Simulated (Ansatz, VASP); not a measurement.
Two plane-wave programs on Sc

The input INCAR:

```
  PREC = Accurate
  ENCUT = 600
  EDIFF = 1E-7
  ISMEAR = 0
  SIGMA = 0.1
  LREAL = False
  LASPH = True
  NELM = 60
  ALGO = Fast
  ISIF = 3
  LWAVE = False
  LCHARG = False
  GGA = PS
  IBRION = 2
  NSW = 100
  EDIFFG = -0.01
```

File KPOINTS:

```
regular mesh
0
Gamma
  16 16 16
```

POSCAR

```
Sc
1.0
    0.0000000000      3.0572459110      3.0572459110
    3.0572459110      0.0000000000      3.0572459110
    3.0572459110      3.0572459110      0.0000000000
Sc
2
Direct
    0.5000000000      0.5000000000      0.5000000000
    0.7500000000      0.7500000000      0.7500000000
```

Input for Ansatz:

```yaml
crystal:
  lattice:
    - [0.0, 3.057245911, 3.057245911]
    - [3.057245911, 0.0, 3.057245911]
    - [3.057245911, 3.057245911, 0.0]
  atoms:
    - { symbol: Sc, position: [0.5, 0.5, 0.5] }
    - { symbol: Sc, position: [0.75, 0.75, 0.75] }
basis:
  ecutwfc: 420
kpoints:
  mp_grid: { grid: [16, 16, 16] }
hamiltonian:
  xc: pbesol
scf:
  occupations: { method: gaussian, width: 0.1 }
output:
  forces: true
  stress: true
  eigenvalues: true
relax:
  adjacent_minimum: "off"
  f_tol: 0.01
  max_steps: 80
  cell: { stress_tol: 0.05 }
```

Alike in both runs: task relaxation of cell and atoms; functional PBEsol; k mesh 16 × 16 × 16; occupations gaussian, width 0.1 eV; no spin polarisation.

|  | VASP | Ansatz |
| --- | --- | --- |
| version | VASP 6.6.1 | Ansatz 0.2.0 |
| potentials or method | VASP PAW PBE potentials, release 64 (Sc_sv), cutoff 600 eV | scalar-relativistic, plane waves, PAW |
| valence electrons in the cell | 22 | 22 |

```csv
,VASP,Ansatz,Ansatz less VASP
"gap on the k mesh at the Fermi level, each at its own relaxed structure (eV)",none,none,-
relaxed volume (Å³/atom),30.66,30.59,-0.071
relaxed length of the cell vector where the two differ most in proportion (Å),4.426,4.423,-0.0034
```

VASP's potentials were made for PBE, not for PBEsol. A gap of «none» marks a metal or a gap that the smearing closes.
